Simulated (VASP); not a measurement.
## TaN: single point with PBEsol

Crystal: TaN.

```
CELL_PARAMETERS angstrom
2.90144 0.00000 0.00000
-1.45072 2.51272 0.00000
0.00000 0.00000 2.68238
ATOMIC_POSITIONS crystal
Ta 0.33333 0.66667 0.50000
N 0.00000 0.00000 0.00000
```

```
Program                : VASP 6.6.1
Task                   : single point
Functional             : PBEsol
Potentials or basis    : VASP PAW PBE potentials, release 64 (Ta_pv, N)
Cutoff                 : 520 eV
k mesh                 : 21 × 21 × 18
Occupations            : gaussian, width 0.15 eV
Spin                   : no spin polarisation
Dipole correction      : no
Further INCAR settings : ALGO = Normal; EDIFF = 1e-07; NBANDS = 15
```

```json
{
 "Pressure": "40.8 GPa",
 "Band gap on the k mesh": "zero (bands 8 and 9 overlap by 0.55 eV)"
}
```

Stress tensor (GPa, compression positive):
```
23.25  0.00  0.00
 0.00 23.25  0.00
 0.00  0.00 75.81
```

Levels at points of the mesh, in eV from the Fermi level:
```
           k point  band 4  band 5  band 6  band 7  band 8  band 9  band 10  band 11  band 12  band 13
(0.00, 0.00, 0.00)  -18.58   -5.55   -5.55   -4.68   -2.62    2.41     4.40     4.40     4.72     4.72
(0.00, 0.00, 0.50)  -15.08  -10.01   -4.65   -4.65   -0.11   -0.11     3.06     3.06     3.54     8.75
```

Run time: 110 s on 1 thread of Intel Xeon 8259CL, with other jobs on the host, peak memory 0.26 GiB.

Caveat: the cell stands under pressure; the PAW data sets were made with another functional, which shifts forces and pressure a little; spin-orbit coupling is left out, which moves the levels of the heavy elements.
